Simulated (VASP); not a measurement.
# KRe3 (P4/mmm) in VASP: a series of runs, part 2 of 2

VASP 6.6.1.

### 3 Single point, PBE

This run uses another cell than the first one: it holds 8 atoms, not 4.

File INCAR:

```
PREC     = Accurate       # precision mode
ENCUT    = 600            # plane-wave cutoff, eV
EDIFF    = 1E-6           # SCF threshold, eV
ISMEAR   = 0              # smearing method
SIGMA    = 0.2            # smearing width, eV
LREAL    = F              # projectors in reciprocal space
LASPH    = T              # aspherical terms in the spheres
NELM     = 120            # most SCF steps
ALGO     = Normal         # electronic algorithm
ISIF     = 2              # what is computed and relaxed
LWAVE    = F              # write WAVECAR
LCHARG   = F              # write CHGCAR
GGA      = PE             # functional
NBANDS   = 40             # bands
GGA_COMPAT= F
```

File KPOINTS:

```
Automatic mesh
0
Gamma
  8 4 4
```

File POSCAR:

```
KRe3
1.0
    3.1314703154      0.0000000000      0.0000000000
    0.0000000000      6.2629406307      0.0000000000
    0.0000000000      0.0000000000      8.6482630698
K Re
2 6
Direct
    0.0000000000      0.5000000000      0.5000000000
    0.0000000000      0.0000000000      0.5000000000
    0.5000000000      0.2500000000      0.1601473255
    0.5000000000      0.7500000000      0.1601473255
    0.5000000000      0.2500000000      0.8398526745
    0.5000000000      0.7500000000      0.8398526745
    1.0000000000      0.0000000000      0.0000000000
    1.0000000000      0.5000000000      0.0000000000
```

Potentials or basis: VASP PAW PBE potentials, release 64 (K_sv, Re).

Started as:

```sh
$ cat potpaw_PBE.64/K_sv/POTCAR potpaw_PBE.64/Re/POTCAR > POTCAR
$ mpirun -np 1 vasp_std > vasp.out
```

OUTCAR:

```text
PREC = Accurate
   ENCUT = 600
   EDIFF = 1E-6
   ISMEAR = 0
   LREAL = F
   LASPH = T
   NELM = 120
   ISIF = 2
   GGA = PE

 ion  position               nearest neighbor table
   1  0.000  0.500  0.500-   2 3.13   2 3.13
   2  0.000  0.000  0.500-   1 3.13   1 3.13
   3  0.500  0.250  0.160-   7 2.61   8 2.61   7 2.61   8 2.61   5 2.77   4 3.13   4 3.13
   4  0.500  0.750  0.160-   7 2.61   8 2.61   7 2.61   8 2.61   6 2.77   3 3.13   3 3.13
   5  0.500  0.250  0.840-   7 2.61   8 2.61   7 2.61   8 2.61   3 2.77   6 3.13   6 3.13
   6  0.500  0.750  0.840-   7 2.61   8 2.61   7 2.61   8 2.61   4 2.77   5 3.13   5 3.13
   7  0.000  0.000  0.000-   3 2.61   4 2.61   5 2.61   6 2.61   3 2.61   4 2.61   5 2.61   6 2.61
                             8 3.13   8 3.13
   8  0.000  0.500  0.000-   3 2.61   4 2.61   5 2.61   6 2.61   3 2.61   4 2.61   5 2.61   6 2.61
                             7 3.13   7 3.13

  LATTYP: Found a simple orthorhombic cell.
 ALAT       =     3.1314703154
 B/A-ratio  =     2.0000000000
 C/A-ratio  =     2.7617260260

  Lattice vectors:

 A1 = (   3.1314703154,   0.0000000000,   0.0000000000)
 A2 = (   0.0000000000,   6.2629406307,   0.0000000000)
 A3 = (   0.0000000000,   0.0000000000,   8.6482630698)

Analysis of symmetry for initial positions (statically):
=====================================================================
 Subroutine PRICEL returns following result:

  LATTYP: Found a simple tetragonal cell.
 ALAT       =     3.1314703154
 C/A-ratio  =     2.7617260260

  Lattice vectors:

 A1 = (   3.1314703154,   0.0000000000,   0.0000000000)
 A2 = (   0.0000000000,   3.1314703154,   0.0000000000)
 A3 = (   0.0000000000,   0.0000000000,   8.6482630698)

   2 primitive cells build up your supercell.

 Routine SETGRP: Setting up the symmetry group for a
 simple orthorhombic supercell.

 Subroutine GETGRP returns: Found  8 space group operations
 (whereof  8 operations were pure point group operations)
 out of a pool of  8 trial point group operations.

The static configuration has the point symmetry D_2h.

Analysis of symmetry for dynamics (positions and initial velocities):
=====================================================================
 Subroutine PRICEL returns following result:

  LATTYP: Found a simple tetragonal cell.
 ALAT       =     3.1314703154
 C/A-ratio  =     2.7617260260

  Lattice vectors:

 A1 = (   3.1314703154,   0.0000000000,   0.0000000000)
 A2 = (   0.0000000000,   3.1314703154,   0.0000000000)
 A3 = (   0.0000000000,   0.0000000000,   8.6482630698)

   2 primitive cells build up your supercell.

 Routine SETGRP: Setting up the symmetry group for a
 simple orthorhombic supercell.

 Subroutine GETGRP returns: Found  8 space group operations
 (whereof  8 operations were pure point group operations)
 out of a pool of  8 trial point group operations.

The dynamic configuration has the point symmetry D_2h.

 Subroutine INISYM returns: Found  8 space group operations
 (whereof  8 operations are pure point group operations),
 and found     2 'primitive' translations

[... 38 lines left out ...]
     0.039917351  0.000000000  0.000000000     0.125000000  0.000000000  0.000000000
     0.000000000  0.039917351  0.000000000     0.000000000  0.250000000  0.000000000
     0.000000000  0.000000000  0.028907539     0.000000000  0.000000000  0.250000000

  Length of vectors
     0.039917351  0.039917351  0.028907539

  Shift w.r.t. Gamma in fractional coordinates (k-lattice)
     0.000000000  0.000000000  0.000000000

 Subroutine IBZKPT returns following result:
 ===========================================

 Found     45 irreducible k-points:

 Following reciprocal coordinates:
            Coordinates               Weight
  0.000000  0.000000  0.000000      1.000000
  0.125000  0.000000  0.000000      2.000000
  0.250000  0.000000  0.000000      2.000000
  0.375000  0.000000  0.000000      2.000000
  0.500000  0.000000  0.000000      1.000000
  0.000000  0.250000  0.000000      2.000000
[... 16 lines left out ...]
  0.250000  0.250000  0.250000      8.000000
  0.375000  0.250000  0.250000      8.000000
 [... further k-points ...]
   k-points           NKPTS =     45   k-points in BZ     NKDIM =     45   number of bands    NBANDS=     40
   number of dos      NEDOS =    301   number of ions     NIONS =      8
   total plane-waves  NPLWV =  98000
   dimension x,y,z NGX =    28 NGY =   50 NGZ =   70
   dimension x,y,z NGXF=    56 NGYF=  100 NGZF=  140
   ions per type =               2   6
   NGX,Y,Z   is equivalent  to a cutoff of  14.86, 13.27, 13.46 a.u.
   NGXF,Y,Z  is equivalent  to a cutoff of  29.73, 26.54, 26.91 a.u.
 SYSTEM =  unknown system
   PREC   = accura    normal or accurate (medium, high low for compatibility)
   ISTART =      0    job   : 0-new  1-cont  2-samecut
   ICHARG =      2    charge: 1-file 2-atom 10-const
   ISPIN  =      1    spin polarized calculation?
   LNONCOLLINEAR =      F non collinear calculations
   LSORBIT =      F    spin-orbit coupling
   LASPH  =      T    aspherical Exc in radial PAW
   ENCUT  =  600.0 eV  44.10 Ry    6.64 a.u.   6.25 12.51 17.27*2*pi/ulx,y,z
   NELM   =    120;   NELMIN=  2; NELMDL= -5     # of ELM steps
   EDIFF  = 0.1E-05   stopping-criterion for ELM
   LREAL  =      F    real-space projection
[... 7 lines left out ...]
   TEBEG  =    0.0;   TEEND  =   0.0 temperature during run
   PSTRESS=    0.0 pullay stress
   NELECT =      60.0000    total number of electrons
   NUPDOWN=      -1.0000    fix difference up-down
   EMIN   =  10.00;   EMAX   =-10.00  energy-range for DOS
   EFERMI =   0.00;   METHOD = LEGACY
   ISMEAR =     0;   SIGMA  =   0.20  broadening in eV -4-tet -1-fermi 0-gaus
   EFERMI_NEDOS =   21; number of points for ismear=-14 and -15
   IALGO  =     38    algorithm
   IMIX   =      4    mixing-type and parameters
     AMIX     =   0.40;   BMIX     =  1.00
     AMIX_MAG =   1.60;   BMIX_MAG =  1.00
  volume/ion in A,a.u.               =      21.20       143.07
  Fermi-wavevector in a.u.,A,eV,Ry     =   1.157817  2.187958 18.239171  1.340541
  Thomas-Fermi vector in A             =   2.294425
   LORBIT       =      0    0 simple, 1 ext, 2 COOP (PROOUT), +10 PAW based schemes
   GGA     = PE    functional components
   LHFCALC =     F    Hartree Fock is set to
   AEXX    =    0.0000 exact exchange contribution
   IVDW    =     0    specifies the selected vdW correction
   LEPSILON=     F    determine dielectric tensor
   LRPA    =     F    only Hartree local field effects (RPA)
 non-spin polarized calculation
 Gauss-broadening in eV      SIGMA  =   0.20
  energy-cutoff  :      600.00
  volume of cell :      169.61
 maximum number of plane-waves:      5696
 NGX is ok and might be reduce to    28

 number of electron      59.9999997 magnetization

 Free energy of the ion-electron system (eV)
  ---------------------------------------------------
  ext. energy  EPLUGINS =         0.00000000
  ---------------------------------------------------
  free energy    TOTEN  =       -68.28839668 eV

  energy without entropy =      -68.12829739  energy(sigma->0) =      -68.20834703

 E-fermi :   4.4902     XC(G=0): -10.8969

 val. band max:        4.4868925845   @ k =   0.0000   0.0000   0.2500
 cond. band min:       4.4993794143   @ k =   0.3750   0.5000   0.2500
 fundamental gap:      0.0124868297
 Fermi energy:         4.4902052605

 k-point     1 :       0.0000    0.0000    0.0000
  band No.  band energies     occupation
      1     -26.7926      2.00000
      2     -26.6291      2.00000
      3     -10.9794      2.00000
      4     -10.1657      2.00000
      5      -9.9609      2.00000
      6      -9.7696      2.00000
[... 1021 lines left out ...]
     39       6.5170      0.00000
     40       7.0491      0.00000

 [... further k-points ...]
[... 5 lines left out ...]
  --------------------------------------------------------------------------------------
  -------------------------------------------------------------------------------------
  Total        0.0145799      0.0146872     -0.6550310      0.0000000      0.0000000      0.0000000
  in kB        0.1377245      0.1387380     -6.1875250      0.0000000      0.0000000      0.0000000
  external PRESSURE =      -1.9703542 kB  Pullay stress =       0.0000000 kB

 VOLUME and BASIS-vectors are now :
 -----------------------------------------------------------------------------
  energy-cutoff  :      600.00
  volume of cell :      169.61
      direct lattice vectors                 reciprocal lattice vectors
     3.131470315  0.000000000  0.000000000     0.319338809  0.000000000  0.000000000
     0.000000000  6.262940631  0.000000000     0.000000000  0.159669404  0.000000000
     0.000000000  0.000000000  8.648263070     0.000000000  0.000000000  0.115630155

 POSITION                                       TOTAL-FORCE (eV/Angst)
 -----------------------------------------------------------------------------------
      0.00000      3.13147      4.32413        -0.000000      0.000000     -0.000000
      0.00000      0.00000      4.32413         0.000000      0.000000     -0.000000
      1.56574      1.56574      1.38500         0.000000      0.000000     -0.121219
      1.56574      4.69721      1.38500        -0.000000     -0.000000     -0.121219
      1.56574      1.56574      7.26327        -0.000000      0.000000      0.121219
      1.56574      4.69721      7.26327         0.000000     -0.000000      0.121219
      0.00000      0.00000      0.00000         0.000000      0.000000      0.000000
      0.00000      3.13147      0.00000         0.000000      0.000000      0.000000
 -----------------------------------------------------------------------------------
    total drift:                                0.000000      0.000000      0.000000

  FREE ENERGIE OF THE ION-ELECTRON SYSTEM (eV)
  ---------------------------------------------------
  free  energy   TOTEN  =       -68.2883966754 eV

  energy  without entropy=      -68.1282973854  energy(sigma->0) =      -68.20834703
```

Run time: 19 min. Hardware: 1 thread of Intel Xeon 8259CL, shared host; peak memory 0.49 GiB.

Results:

| Item | Value |
| --- | --- |
| Free energy | -68.2884 eV |
| Pressure | -0.2 GPa |
| Largest force | 0.121 eV/Å |
| Band gap on the k mesh | zero (bands 30 and 31 overlap by 1.46 eV) |

Forces on the atoms (eV/Å):
```
K    0.000  0.000  0.000
K    0.000  0.000  0.000
Re   0.000  0.000 -0.121
Re   0.000  0.000 -0.121
Re   0.000  0.000  0.121
Re   0.000  0.000  0.121
Re   0.000  0.000  0.000
Re   0.000  0.000  0.000
```

Stress tensor (GPa, compression positive):
```
 0.01  0.00  0.00
 0.00  0.01  0.00
 0.00  0.00 -0.62
```

Levels at points of the mesh, in eV from the Fermi level:
```
           k point  band 27  band 28  band 29  band 30  band 31  band 32  band 33  band 34
(0.00, 0.00, 0.00)    -1.05    -0.75    -0.38    -0.21    -0.08     0.56     0.86     0.89
(0.50, 0.00, 0.00)    -0.08    -0.02    -0.02     0.87     0.89     1.22     1.30     1.30
(0.00, 0.50, 0.00)    -0.40    -0.40    -0.38    -0.38     0.08     0.08     0.62     0.62
(0.50, 0.50, 0.00)    -0.47    -0.47    -0.09    -0.09     0.43     0.43     0.74     0.74
(0.00, 0.00, 0.50)    -1.06    -0.80    -0.75     0.06     0.15     0.58     0.86     0.88
(0.50, 0.00, 0.50)     0.13     0.15     0.24     0.24     0.87     0.88     1.12     1.29
(0.00, 0.50, 0.50)    -0.62    -0.62    -0.38    -0.38     0.45     0.45     0.64     0.64
(0.50, 0.50, 0.50)    -0.62    -0.62    -0.07    -0.07     0.34     0.34     0.35     0.35
```

Caveat: spin-orbit coupling is left out, which moves the levels of the heavy elements.

The gap in the log of VASP goes by the Fermi energy; the results here count the filled bands.